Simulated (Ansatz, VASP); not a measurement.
One calculation of CuF, two programs

Contents of INCAR:

```
PREC = Accurate ; ENCUT = 600
EDIFF = 1E-6 ; ISMEAR = 0
SIGMA = 0.1 ; LREAL = F
LASPH = T ; NELM = 60
ALGO = Normal ; ISIF = 3
LWAVE = F ; LCHARG = F
GGA = PE ; IBRION = 2
NSW = 90 ; EDIFFG = -0.04
```

KPOINTS

```
regular mesh
0
Gamma
  6 6 4
```

POSCAR

```
CuF
1.0
    3.0778297464      0.0000000000      0.0000000000
   -1.5389148732      2.6654787489      0.0000000000
    0.0000000000      0.0000000000      4.9290381992
Cu F
2 2
Direct
    0.3333333333      0.6666666667      0.0000000000
    0.6666666667      0.3333333333      0.5000000000
    0.3333333333      0.6666666667      0.3821000000
    0.6666666667      0.3333333333      0.8821000000
```

Input for Ansatz:

```yaml
crystal:
  lattice:
    - [3.0778297464, 0.0, 0.0]
    - [-1.5389148732, 2.6654787489, 0.0]
    - [0.0, 0.0, 4.9290381992]
  atoms:
    - { symbol: Cu, position: [0.3333333333, 0.6666666667, 0.0] }
    - { symbol: Cu, position: [0.6666666667, 0.3333333333, 0.5] }
    - { symbol: F, position: [0.3333333333, 0.6666666667, 0.3821] }
    - { symbol: F, position: [0.6666666667, 0.3333333333, 0.8821] }
basis:
  ecutwfc: 420
kpoints:
  mp_grid: { grid: [6, 6, 4] }
hamiltonian:
  xc: pbe
scf:
  occupations: { method: gaussian, width: 0.1 }
  lower_state_search: "off"
output:
  forces: true
  stress: true
  eigenvalues: true
relax:
  adjacent_minimum: "off"
  f_tol: 0.04
  max_steps: 70
  cell: { stress_tol: 0.4 }
```

Alike in both runs: task relaxation of cell and atoms; functional PBE; k mesh 6 × 6 × 4; occupations gaussian, width 0.1 eV; no spin polarisation.

|  | VASP | Ansatz |
| --- | --- | --- |
| version | VASP 6.6.1 | Ansatz 0.2.0 |
| potentials or method | VASP PAW PBE potentials, release 64 (Cu, F), cutoff 600 eV | scalar-relativistic, plane waves, PAW |
| valence electrons in the cell | 36 | 52 |

|  | VASP | Ansatz | Ansatz less VASP |
| --- | --- | --- | --- |
| gap on the k mesh at the Fermi level, each at its own relaxed structure (eV) | none | none | - |
| relaxed volume (Å³/atom) | 14.41 | 12.11 | -2.302 |
| relaxed cell length with the largest relative difference (Å) | 5.556 | 6.803 | +1.2473 |

A gap of «none» marks a metal or a gap that the smearing closes. One of these differences is far larger than is usual between the two programs; its cause wasn't traced. VASP's potentials hold 36 valence electrons a cell and Ansatz's 52, so a difference there can come from the potentials and not from the codes.

The k mesh is coarse, so the values compare programs but aren't converged. Noted on VASP's run: the volume moved by over 15 % at a fixed basis, so the end points are rough.
